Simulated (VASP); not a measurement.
In5Sb2As3: single point with PBE

In5Sb2As3:

```
CELL_PARAMETERS angstrom
6.61406 0.00000 -0.02996
0.00000 5.38919 0.00000
-0.29848 0.00000 7.35086
ATOMIC_POSITIONS crystal
In 0.96397 0.00000 0.06439
In 0.38065 0.00000 0.23207
In 0.77090 0.00000 0.45463
In 0.17515 0.00000 0.64724
In 0.57822 0.00000 0.84525
Sb 0.28056 0.50000 0.43377
Sb 0.08944 0.50000 0.86372
As 0.85665 0.50000 0.28584
As 0.69746 0.50000 0.59850
As 0.45700 0.50000 0.07459
```

* Program: VASP 6.6.1
* Task: single point
* Functional: PBE
* Potentials or basis: VASP PAW PBE potentials, release 64 (In_d, Sb, As)
* Cutoff: 520 eV
* k mesh: 4 × 4 × 4
* Occupations: gaussian, width 0.1 eV
* Spin: no spin polarisation

The pressure is 0.0 GPa, the largest force is 0.024 eV/Å and the band gap on the k mesh is zero (bands 45 and 46 overlap by 1.22 eV).

Forces on the atoms (eV/Å):
```
In  -0.001  0.000 -0.001
In   0.000  0.000  0.000
In  -0.001  0.000 -0.003
In  -0.001  0.000  0.001
In  -0.001  0.000  0.002
Sb   0.001  0.000 -0.002
Sb  -0.005  0.000 -0.004
As   0.006  0.000 -0.021
As  -0.002  0.000  0.024
As   0.004  0.000  0.005
```

Levels at points of the mesh, in eV from the Fermi level:
| k point | band 41 | band 42 | band 43 | band 44 | band 45 | band 46 | band 47 | band 48 | band 49 | band 50 |
| --- | --- | --- | --- | --- | --- | --- | --- | --- | --- | --- |
| (0.00, 0.00, 0.00) | -2.19 | -1.66 | -1.38 | -1.13 | -0.10 | 0.55 | 0.69 | 0.90 | 0.98 | 1.44 |
| (0.50, 0.00, 0.00) | -1.59 | -1.49 | -1.36 | -1.30 | -0.72 | -0.43 | -0.01 | 0.48 | 0.60 | 1.29 |
| (0.00, 0.50, 0.00) | -2.01 | -0.82 | -0.77 | -0.11 | 0.60 | 1.14 | 1.52 | 1.72 | 2.13 | 2.32 |
| (0.50, 0.50, 0.00) | -0.54 | -0.13 | -0.01 | 0.10 | 0.65 | 0.70 | 1.04 | 1.22 | 1.54 | 2.00 |
| (0.00, 0.00, 0.50) | -1.43 | -1.19 | -0.93 | -0.84 | -0.81 | -0.48 | -0.40 | 0.22 | 0.86 | 1.16 |
| (0.50, 0.00, 0.50) | -2.28 | -2.25 | -1.92 | -1.74 | -0.22 | 0.69 | 1.11 | 1.44 | 1.71 | 1.97 |
| (0.00, 0.50, 0.50) | -1.66 | -1.50 | -1.15 | -0.37 | -0.21 | 0.22 | 0.57 | 2.37 | 2.54 | 2.83 |
| (0.50, 0.50, 0.50) | -1.49 | -1.37 | -0.94 | -0.75 | 0.09 | 0.77 | 0.90 | 2.04 | 2.12 | 2.38 |

Run time: 3.5 min on 1 thread of Intel(R) Xeon(R) 6975P-C (Granite Rapids), with other jobs on the host, peak memory 0.55 GiB.

Caveat: spin-orbit coupling is left out, which moves the levels of the heavy elements.
